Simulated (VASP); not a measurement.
# Al15CuN16 (a cell with a defect) in VASP: further runs, part 2 of 2

VASP 6.6.1. The steps go on from the part before.

### 4 Single point, PBE

File INCAR:

```
SYSTEM = Al15CuN16
  PREC = Accurate
  ENCUT = 520
  EDIFF = 1E-6
  ISMEAR = -1
  SIGMA = 0.01
  LREAL = Auto
  LASPH = .True.
  NELM = 120
  ALGO = Normal
  ISIF = 2
  LWAVE = .False.
  LCHARG = .False.
  GGA = PE
  NBANDS = 90
  GGA_COMPAT = .False.
  ISYM = -1
```

File KPOINTS:

```
explicit points
1
Reciprocal
  0.25000000   0.25000000   0.25000000 1
```

File POSCAR:

```
Al15CuN16
1.0
    6.2595139128      0.0000000578      0.0000000000
   -3.1297570064      5.4208980350      0.0000000000
    0.0000000000      0.0000000000     10.0348065929
Al Cu N
15 1 16
Direct
    0.3343626313      0.1666511766      0.2499647537
    0.3349435608      0.1673204610      0.7498563960
    0.1672383730      0.3348073422      1.0003668554
    0.3365990350      0.6671861631      0.2509333068
    0.1656645974      0.8335511516      0.5019391373
    0.3366103175      0.6715955857      0.7505178416
    0.1671605589      0.8336839024      1.0005676915
    0.8337527411      0.1643933798      0.2511954234
    0.6681958122      0.3354043415      0.5017198825
    0.8314614596      0.1663205192      0.7501480190
    0.6672160925      0.3342572349      1.0006898889
    0.8351461907      0.6662139040      0.2508942440
    0.6688227437      0.8328650687      0.5020719072
    0.8344869139      0.6675833988      0.7514638347
    0.6680898536      0.8337787306      1.0003787074
    0.1620026269      0.3394261416      0.4988393693
    0.3373784389      0.1639077326      0.4389928511
    0.1687490561      0.3322548148      0.1904344048
    0.3322031253      0.1685110028      0.9403519202
    0.1684528183      0.3357777748      0.6969894022
    0.3450296509      0.6856087204      0.4399879956
    0.1694170745      0.8318116674      0.1900879104
    0.3336174109      0.6695119593      0.9405005913
    0.1684096659      0.8337982855      0.6912056446
    0.8156125935      0.1554851827      0.4396634858
    0.6696806418      0.3320048922      0.1902728709
    0.8325922387      0.1687644509      0.9405073475
    0.6685579276      0.3337400181      0.6911331279
    0.8337545614      0.6674667296      0.4405696332
    0.6700295038      0.8308353715      0.1892056675
    0.8331704459      0.6681218171      0.9407157832
    0.6696700543      0.8330836339      0.6918654621
```

Launch:

```console
> cat potpaw_PBE.64/Al/POTCAR potpaw_PBE.64/Cu/POTCAR potpaw_PBE.64/N/POTCAR > POTCAR
> mpirun -np 1 vasp_std > vasp.out
```

It took 3.8 min on 1 thread of Intel Xeon Platinum 8259CL at 2.50GHz (Skylake/Cascade Lake), shared host; peak memory 0.43 GiB.

The run converged. Its results:

```yaml
Free_energy: -234.8181 eV
Pressure: 0.8 GPa
Largest_force: 0.054 eV/Å
```

Forces on the atoms (eV/Å):
```
Al   0.001  0.000  0.018
Al  -0.003  0.004 -0.006
Al  -0.001  0.005 -0.002
Al  -0.001 -0.003 -0.003
Al  -0.008  0.011  0.002
Al  -0.004 -0.005  0.001
Al   0.001  0.001  0.000
Al   0.005  0.006 -0.004
Al  -0.010 -0.003  0.002
Al   0.009  0.009 -0.001
Al  -0.002  0.001 -0.003
Al   0.003 -0.001  0.004
Al   0.017 -0.005  0.013
Al   0.003  0.000 -0.002
Al   0.001  0.000 -0.002
Cu  -0.013 -0.008 -0.014
N    0.041 -0.028 -0.022
N   -0.002  0.001  0.000
N    0.002  0.001 -0.002
N   -0.005 -0.003  0.049
N   -0.005  0.039 -0.013
N    0.001 -0.001 -0.002
N    0.000 -0.001  0.002
N    0.000 -0.002  0.000
N   -0.025 -0.012 -0.009
N    0.000 -0.001  0.001
N    0.000  0.000  0.002
N    0.000 -0.001 -0.002
N   -0.001  0.001 -0.001
N   -0.001  0.000  0.001
N   -0.002 -0.001 -0.001
N   -0.003 -0.002 -0.006
```

Stress tensor (GPa, compression positive):
```
 1.35 -3.12 -0.21
-3.12 -2.20  0.54
-0.21  0.54  3.12
```

Levels at points of the mesh, in eV from the Fermi level:
| k point | band 66 | band 67 | band 68 | band 69 | band 70 | band 71 |
| --- | --- | --- | --- | --- | --- | --- |
| (0.25, 0.25, 0.25) | -0.96 | -0.47 | 0.00 | 0.00 | 5.00 | 5.42 |

### 5 Single point, HSE06

File POSCAR:

```
Al15CuN16
1.0
    6.2595139128      0.0000000578      0.0000000000
   -3.1297570064      5.4208980350      0.0000000000
    0.0000000000      0.0000000000     10.0348065929
Al Cu N
15 1 16
Direct
    0.3334810138      0.1665371335      0.2536688740
    0.3335292715      0.1665980544      0.7471977649
    0.1672670329      0.3325851675      0.9931492140
    0.3338240218      0.6635935012      0.2530129535
    0.1730379275      0.8357167072      0.4961409501
    0.3326929791      0.6639102185      0.7471441203
    0.1678875060      0.8331676285      0.9999017625
    0.8361921187      0.1660006541      0.2530406766
    0.6646962404      0.3274219964      0.4961468031
    0.8361001671      0.1672603871      0.7471348695
    0.6669032410      0.3320533430      0.9998631987
    0.8345964886      0.6654231163      0.2508558624
    0.6656567970      0.8346771391      0.4963590340
    0.8340734635      0.6659878707      0.7463275951
    0.6669016938      0.8329993221      0.9993728574
    0.1629440787      0.3372925033      0.5090036198
    0.3404777575      0.1599327840      0.4358106786
    0.1689970559      0.3307808111      0.1838554492
    0.3352844220      0.1645619110      0.9399217868
    0.1686419923      0.3314863854      0.7146800183
    0.3450311399      0.6876551123      0.4348272603
    0.1669773187      0.8300459166      0.1871221428
    0.3349929011      0.6721280711      0.9401004440
    0.1686327578      0.8318572703      0.6896318967
    0.8126935362      0.1552810504      0.4348898262
    0.6701102758      0.3330744268      0.1870699759
    0.8275890910      0.1646173362      0.9399697169
    0.6682500338      0.3313771201      0.6896217058
    0.8335905192      0.6667466278      0.4388347558
    0.6700116561      0.8298817520      0.1865203940
    0.8327385268      0.6669558592      0.9374407501
    0.6682550344      0.8316444600      0.6904261680
```

File INCAR.step1:

```
ALGO     = Normal         # electronic algorithm
EDIFF    = 1E-5           # SCF threshold, eV
ENCUT    = 520            # plane-wave cutoff, eV
GGA      = PE             # functional
GGA_COMPAT= False        
ISIF     = 2              # what is computed and relaxed
ISMEAR   = -1             # smearing method
ISYM     = -1           
LASPH    = True           # aspherical terms in the spheres
LREAL    = Auto         
LWAVE    = True           # write WAVECAR
NBANDS   = 90             # bands
NELECT   = 138.0        
NELM     = 120            # most SCF steps
PREC     = Accurate       # precision mode
SIGMA    = 0.01           # smearing width, eV
```

File INCAR.step2:

```
ALGO     = Normal         # electronic algorithm
EDIFF    = 1E-6           # SCF threshold, eV
ENCUT    = 520            # plane-wave cutoff, eV
GGA      = PE             # functional
GGA_COMPAT= False        
HFSCREEN = 0.2079         # screening, 1/A
ISIF     = 2              # what is computed and relaxed
ISMEAR   = -1             # smearing method
ISTART   = 1            
ISYM     = -1           
LASPH    = True           # aspherical terms in the spheres
LCHARG   = True           # write CHGCAR
LELF     = True           # ELF
LHFCALC  = True           # exact exchange
LREAL    = Auto         
LVHAR    = True         
LWAVE    = False          # write WAVECAR
NBANDS   = 90             # bands
NELECT   = 138.0        
NELM     = 120            # most SCF steps
PREC     = Accurate       # precision mode
PRECFOCK = Fast         
SIGMA    = 0.01           # smearing width, eV
```

KPOINTS is that of step 4.

Launch:

```console
> cat potpaw_PBE.64/Al/POTCAR potpaw_PBE.64/Cu/POTCAR potpaw_PBE.64/N/POTCAR > POTCAR
> cp INCAR.step1 INCAR
> mpirun -np 1 vasp_std > vasp.out
> cp INCAR.step2 INCAR
> mpirun -np 1 vasp_std > vasp.out
```

Wall time 3.5 min (1 thread of Intel Xeon Platinum 8488C (Sapphire Rapids), shared host); peak memory 0.57 GiB.

The run converged. Its results:

| Quantity | Value |
| --- | --- |
| Free energy | -262.6585 eV |
| Largest force | 0.191 eV/Å |

Forces in eV/Å, atoms in the order of the input:
```
Al   0.010 -0.002  0.099
Al  -0.073  0.041  0.033
Al   0.010 -0.008  0.037
Al  -0.014  0.029  0.106
Al   0.102  0.051 -0.089
Al  -0.002 -0.041  0.055
Al   0.022 -0.006  0.040
Al  -0.024  0.009  0.104
Al   0.008 -0.124 -0.090
Al   0.037  0.026  0.050
Al   0.007 -0.024  0.040
Al  -0.008  0.009  0.026
Al  -0.080  0.044 -0.083
Al  -0.015  0.009  0.024
Al  -0.002 -0.007  0.038
Cu   0.017 -0.012 -0.077
N    0.144 -0.081 -0.089
N    0.001 -0.005 -0.014
N   -0.012  0.015 -0.004
N    0.007 -0.006  0.136
N   -0.030  0.169 -0.078
N   -0.002 -0.018 -0.049
N   -0.006 -0.004 -0.014
N    0.007 -0.022  0.001
N   -0.162 -0.057 -0.084
N    0.007  0.004 -0.048
N    0.001  0.019 -0.007
N    0.022  0.005  0.003
N   -0.010  0.007 -0.021
N    0.021 -0.016 -0.044
N   -0.006  0.010 -0.007
N    0.022 -0.014  0.006
```

Levels at points of the mesh, in eV from the Fermi level:
| k point | band 65 | band 66 | band 67 | band 68 | band 69 | band 70 | band 71 | band 72 | band 73 | band 74 |
| --- | --- | --- | --- | --- | --- | --- | --- | --- | --- | --- |
| (0.25, 0.25, 0.25) | -1.29 | -1.19 | -0.65 | -0.43 | -0.28 | 4.19 | 4.79 | 4.89 | 4.94 | 5.11 |

Caveat: the cell carries a net charge on a neutralising background, which shifts energy and pressure; the cell is charged against a uniform background, so pressure and absolute levels hang on convention; the PAW data sets were made with another functional, which shifts forces and pressure a little.

### 6 Single point, HSE06

File POSCAR:

```
Al15CuN16
1.0
    6.2595139128      0.0000000578      0.0000000000
   -3.1297570064      5.4208980350      0.0000000000
    0.0000000000      0.0000000000     10.0348065929
Al Cu N
15 1 16
Direct
    0.3343615722      0.1666512517      0.2499619382
    0.3349430987      0.1673215528      0.7498576890
    0.1672386248      0.3348073984      1.0003661571
    0.3365982574      0.6671859324      0.2509320426
    0.1656620452      0.8335480804      0.5019402422
    0.3366097283      0.6715929592      0.7505188460
    0.1671607662      0.8336840096      1.0005675624
    0.8337525336      0.1643937313      0.2511939297
    0.6681984502      0.3354064992      0.5017206189
    0.8314647646      0.1663218871      0.7501488076
    0.6672161238      0.3342570315      1.0006896276
    0.8351456119      0.6662138659      0.2508936754
    0.6688224075      0.8328657624      0.5020717205
    0.8344870579      0.6675837173      0.7514643806
    0.6680897898      0.8337791855      1.0003788131
    0.1620014137      0.3394254627      0.4988420708
    0.3373769383      0.1639078804      0.4389920584
    0.1687485706      0.3322549390      0.1904332078
    0.3322040262      0.1685105988      0.9403529678
    0.1684547855      0.3357779522      0.6969926417
    0.3450290123      0.6856072899      0.4399860707
    0.1694158741      0.8318110642      0.1900870568
    0.3336178935      0.6695125604      0.9405013910
    0.1684098580      0.8337977611      0.6912064937
    0.8156146515      0.1554865054      0.4396613191
    0.6696802852      0.3320050825      0.1902722611
    0.8325919041      0.1687643175      0.9405077314
    0.6685589803      0.3337402787      0.6911336125
    0.8337539554      0.6674667569      0.4405692423
    0.6700293195      0.8308354361      0.1892054558
    0.8331701820      0.6681217529      0.9407161738
    0.6696702336      0.8330840521      0.6918655516
```

File INCAR.step1:

```
SYSTEM = Al15CuN16
PREC = Accurate ; ENCUT = 520
EDIFF = 1E-5 ; ISMEAR = -1
SIGMA = 0.01 ; LREAL = Auto
LASPH = .True. ; NELM = 120
ALGO = Normal ; ISIF = 2
LWAVE = .True. ; LCHARG = .False.
GGA = PE ; NBANDS = 90
GGA_COMPAT = .False. ; ISYM = -1
```

File INCAR.step2:

```
SYSTEM = Al15CuN16
PREC = Accurate ; ENCUT = 520
EDIFF = 1E-6 ; ISMEAR = -1
SIGMA = 0.01 ; LREAL = Auto
LASPH = .True. ; NELM = 120
ALGO = Normal ; ISIF = 2
LWAVE = .False. ; LCHARG = .False.
GGA = PE ; LHFCALC = .True.
HFSCREEN = 0.2079 ; PRECFOCK = Fast
ISTART = 1 ; NBANDS = 90
GGA_COMPAT = .False. ; ISYM = -1
```

KPOINTS is that of step 5.

Potentials or basis: VASP PAW PBE potentials, release 64 (Al, Cu, N).

Launch:

```console
> cat potpaw_PBE.64/Al/POTCAR potpaw_PBE.64/Cu/POTCAR potpaw_PBE.64/N/POTCAR > POTCAR
> cp INCAR.step1 INCAR
> mpirun -np 1 vasp_std > vasp.out
> cp INCAR.step2 INCAR
> mpirun -np 1 vasp_std > vasp.out
```

Wall time 5.9 min (1 thread of Intel Xeon Platinum 8488C (Sapphire Rapids), shared host); peak memory 0.58 GiB.

The run converged. Its results:

| Property | Result |
| --- | --- |
| Free energy | -276.1596 eV |
| Pressure | -4.9 GPa |
| Largest force | 0.439 eV/Å |
| Band gap on the k mesh | 1.32 eV |

Forces on the atoms (eV/Å):
```
Al  -0.015 -0.031 -0.093
Al  -0.016  0.062  0.117
Al   0.020  0.027 -0.018
Al  -0.032  0.046 -0.271
Al  -0.135  0.073  0.117
Al   0.012 -0.100  0.170
Al   0.043  0.014  0.041
Al  -0.036 -0.008  0.071
Al   0.106 -0.021  0.009
Al  -0.012  0.027  0.051
Al  -0.007 -0.037  0.000
Al   0.014  0.022 -0.050
Al   0.137  0.237  0.038
Al  -0.016 -0.008  0.062
Al  -0.034 -0.009  0.012
Cu  -0.090 -0.352  0.057
N   -0.356 -0.153 -0.017
N    0.028  0.027  0.060
N    0.021 -0.009 -0.044
N    0.129  0.372 -0.195
N   -0.030  0.048  0.216
N    0.013 -0.047 -0.001
N   -0.012  0.033  0.011
N    0.019 -0.010 -0.106
N    0.265 -0.141 -0.156
N    0.018 -0.022  0.084
N    0.001  0.004 -0.041
N   -0.005  0.004 -0.066
N   -0.009 -0.023  0.009
N   -0.003 -0.008  0.043
N   -0.007  0.003 -0.038
N   -0.012 -0.019 -0.069
```

Stress tensor (GPa, compression positive):
```
-4.21 -2.85 -0.05
-2.85 -8.46  1.02
-0.05  1.02 -1.94
```

Levels at points of the mesh, in eV from the valence-band top:
```csv
k point,band 64,band 65,band 66,band 67,band 68,band 69,band 70,band 71,band 72,band 73
"(0.25, 0.25, 0.25)",-1.12,-1.06,-0.93,-0.59,0.00,1.32,6.65,7.23,7.37,7.43
```

Caveat: the PAW data sets were made with another functional, which shifts forces and pressure a little.
